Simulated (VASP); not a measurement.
# SiF2 (P4/nmm) in VASP: single point with PBE

Aim: the single point of SiF2 with PBE.

All numbers are computed with VASP 6.6.1; they aren't measurements. Logs are shortened: lines on timing, memory, paths and dates and some standing lists are left out, and cuts for length are marked.

### 1 The cell of the first run

The structure is tetragonal, space group P4/nmm (No. 129). The conventional cell has a = 4.693 Å, b = 4.693 Å, c = 5.296 Å, α = 90.00°, β = 90.00°, γ = 90.00°. Within 2.1 Å of Si (site symmetry 4mm) lie 1 F at 1.61 Å. F (site symmetry -4m2) has 4 Si at 2.35 Å and 4 F at 2.77 Å within 3.1 Å. Within 2.1 Å of F (site symmetry 4mm) lie 1 Si at 1.61 Å.

### 2 Single point, PBE

INCAR

```
SYSTEM = SiF2
PREC = Accurate
ENCUT = 1350
EDIFF = 1E-6
ISMEAR = 0
SIGMA = 0.02
LREAL = .FALSE.
LASPH = .TRUE.
NELM = 120
ALGO = Normal
ISIF = 2
LWAVE = .FALSE.
LCHARG = .FALSE.
GGA = PE
NBANDS = 27
GGA_COMPAT = .FALSE.
```

KPOINTS

```
Automatic mesh
0
G
  6 6 6
  0 0 0
```

POSCAR

```
SiF2
1.0
    4.6928213449      0.0000000000      0.0000000000
    0.0000000000      4.6928213449      0.0000000000
    0.0000000000      0.0000000000      5.2960455932
Si F
2 4
Direct
    0.0000000000      0.5000000000      0.0251009355
    0.5000000000      0.0000000000      0.9748990645
    0.0000000000      0.0000000000      0.0000000000
    0.5000000000      0.5000000000      0.0000000000
    0.0000000000      0.5000000000      0.7207663528
    0.5000000000      0.0000000000      0.2792336472
```

Potentials or basis: VASP PAW PBE potentials, release 64 (Si, F_h).

On the command line:

```sh
$ cat potpaw_PBE.64/Si/POTCAR potpaw_PBE.64/F_h/POTCAR > POTCAR
$ mpirun -np 1 vasp_std > vasp.out
```

OUTCAR:

```text
SYSTEM = SiF2
   PREC = Accurate
   ENCUT = 1350
   EDIFF = 1E-6
   ISMEAR = 0
   LREAL = .FALSE.
   LASPH = .TRUE.
   NELM = 120
   ISIF = 2
   GGA = PE

 ion  position               nearest neighbor table
   1  0.000  0.500  0.025-   5 1.61
   2  0.500  0.000  0.975-   6 1.61
   3  0.000  0.000  0.000-
   4  0.500  0.500  0.000-
   5  0.000  0.500  0.721-   1 1.61
   6  0.500  0.000  0.279-   2 1.61

  LATTYP: Found a simple tetragonal cell.
 ALAT       =     4.6928213449
 C/A-ratio  =     1.1285419163

  Lattice vectors:

 A1 = (   4.6928213449,   0.0000000000,   0.0000000000)
 A2 = (   0.0000000000,   4.6928213449,   0.0000000000)
 A3 = (   0.0000000000,   0.0000000000,   5.2960455932)

Analysis of symmetry for initial positions (statically):
=====================================================================
 Subroutine PRICEL returns:
 Original cell was already a primitive cell.

 Routine SETGRP: Setting up the symmetry group for a
 simple tetragonal supercell.

 Subroutine GETGRP returns: Found 16 space group operations
 (whereof  8 operations were pure point group operations)
 out of a pool of 16 trial point group operations.

The static configuration has the point symmetry D_2d.
 The point group associated with its full space group is D_4h.

Analysis of symmetry for dynamics (positions and initial velocities):
=====================================================================
 Subroutine PRICEL returns:
 Original cell was already a primitive cell.

 Routine SETGRP: Setting up the symmetry group for a
 simple tetragonal supercell.

 Subroutine GETGRP returns: Found 16 space group operations
 (whereof  8 operations were pure point group operations)
 out of a pool of 16 trial point group operations.

The dynamic configuration has the point symmetry D_2d.
 The point group associated with its full space group is D_4h.

 Subroutine INISYM returns: Found 16 space group operations
 (whereof  8 operations are pure point group operations),
 and found     1 'primitive' translations

----------------------------------------------------------------------------------------

                                     Primitive cell

  volume of cell :     116.6325
[... 95 lines left out ...]
   ENCUT  = 1350.0 eV  99.22 Ry    9.96 a.u.  14.06 14.06 15.87*2*pi/ulx,y,z
   NELM   =    120;   NELMIN=  2; NELMDL= -5     # of ELM steps
   EDIFF  = 0.1E-05   stopping-criterion for ELM
   LREAL  =      F    real-space projection
   EDIFFG = 0.1E-04   stopping-criterion for IOM
   NSW    =      0    number of steps for IOM
   IBRION =     -1    ionic relax: 0-MD 1-quasi-New 2-CG
   NFREE  =      0    steps in history (QN), initial steepest desc. (CG)
   ISIF   =      2    stress and relaxation
   ISYM   =      2    0-nonsym 1-usesym 2-fastsym
   POTIM  = 0.5000    time-step for ionic-motion
   TEBEG  =    0.0;   TEEND  =   0.0 temperature during run
   PSTRESS=    0.0 pullay stress
   NELECT =      36.0000    total number of electrons
   NUPDOWN=      -1.0000    fix difference up-down
   EMIN   =  10.00;   EMAX   =-10.00  energy-range for DOS
   EFERMI =   0.00;   METHOD = LEGACY
   ISMEAR =     0;   SIGMA  =   0.02  broadening in eV -4-tet -1-fermi 0-gaus
   EFERMI_NEDOS =   21; number of points for ismear=-14 and -15
   IALGO  =     38    algorithm
   IMIX   =      4    mixing-type and parameters
     AMIX     =   0.40;   BMIX     =  1.00
     AMIX_MAG =   1.60;   BMIX_MAG =  1.00
  volume/ion in A,a.u.               =      19.44       131.18
  Fermi-wavevector in a.u.,A,eV,Ry     =   1.106375  2.090746 16.654429  1.224066
  Thomas-Fermi vector in A             =   2.242875
   LORBIT       =      0    0 simple, 1 ext, 2 COOP (PROOUT), +10 PAW based schemes
   GGA     = PE    functional components
   LHFCALC =     F    Hartree Fock is set to
   AEXX    =    0.0000 exact exchange contribution
   IVDW    =     0    specifies the selected vdW correction
   LEPSILON=     F    determine dielectric tensor
   LRPA    =     F    only Hartree local field effects (RPA)
 non-spin polarized calculation
 Gauss-broadening in eV      SIGMA  =   0.02
  energy-cutoff  :     1350.00
  volume of cell :      116.63
 maximum number of plane-waves:     13224
   NGX = 29   NGY = 29   NGZ = 31

 number of electron      36.0000001 magnetization

 Free energy of the ion-electron system (eV)
  ---------------------------------------------------
  ext. energy  EPLUGINS =         0.00000000
  ---------------------------------------------------
  free energy    TOTEN  =       -29.44685437 eV

  energy without entropy =      -29.44685437  energy(sigma->0) =      -29.44685437

 E-fermi :  -0.0313     XC(G=0):  -7.5261

 val. band max:       -0.1520774070   @ k =   0.5000   0.5000   0.5000
 cond. band min:       2.1329644194   @ k =   0.5000   0.5000   0.5000
 fundamental gap:      2.2850418264
 Fermi energy:        -0.0312935902

 k-point     1 :       0.0000    0.0000    0.0000
  band No.  band energies     occupation
      1     -24.2129      2.00000
      2     -24.1020      2.00000
      3     -22.7549      2.00000
      4     -22.6580      2.00000
      5      -7.3869      2.00000
      6      -7.1177      2.00000
[... 709 lines left out ...]
     26       9.6574      0.00000
     27      11.1537      0.00000

 [... further k-points ...]

------------------------ aborting loop because EDIFF is reached ----------------------------------------

  FORCE on cell =-STRESS in cart. coord.  units (eV):
  Direction    XX          YY          ZZ          XY          YZ          ZX
  --------------------------------------------------------------------------------------
  -------------------------------------------------------------------------------------
  Total       -0.2512612     -0.2512612      0.0295396      0.0000000      0.0000000      0.0000000
  in kB       -3.4515660     -3.4515660      0.4057839      0.0000000      0.0000000      0.0000000
  external PRESSURE =      -2.1657827 kB  Pullay stress =       0.0000000 kB

 VOLUME and BASIS-vectors are now :
 -----------------------------------------------------------------------------
  energy-cutoff  :     1350.00
  volume of cell :      116.63
      direct lattice vectors                 reciprocal lattice vectors
     4.692821345  0.000000000  0.000000000     0.213091428  0.000000000  0.000000000
     0.000000000  4.692821345  0.000000000     0.000000000  0.213091428  0.000000000
     0.000000000  0.000000000  5.296045593     0.000000000  0.000000000  0.188820127

 POSITION                                       TOTAL-FORCE (eV/Angst)
 -----------------------------------------------------------------------------------
      0.00000      2.34641      0.13294        -0.000000     -0.000000      0.077417
      2.34641      0.00000      5.16311        -0.000000      0.000000     -0.077417
      0.00000      0.00000      0.00000        -0.000000     -0.000000      0.000000
      2.34641      2.34641      0.00000        -0.000000      0.000000      0.000000
      0.00000      2.34641      3.81721        -0.000000     -0.000000     -0.075200
      2.34641      0.00000      1.47883         0.000000     -0.000000      0.075200
 -----------------------------------------------------------------------------------
    total drift:                                0.000000      0.000000      0.000000

  FREE ENERGIE OF THE ION-ELECTRON SYSTEM (eV)
  ---------------------------------------------------
  free  energy   TOTEN  =       -29.4468543739 eV

  energy  without entropy=      -29.4468543739  energy(sigma->0) =      -29.44685437
```

Wall time 4 min (1 thread of Intel Xeon 6975P-C (Granite Rapids), shared host); peak memory 0.69 GiB.

Results:

- Free energy: -29.4469 eV
- Pressure: -0.2 GPa
- Largest force: 0.077 eV/Å
- Band gap on the k mesh: 2.29 eV

Forces on the atoms (eV/Å):
```
Si   0.000  0.000  0.077
Si   0.000  0.000 -0.077
F    0.000  0.000  0.000
F    0.000  0.000  0.000
F    0.000  0.000 -0.075
F    0.000  0.000  0.075
```
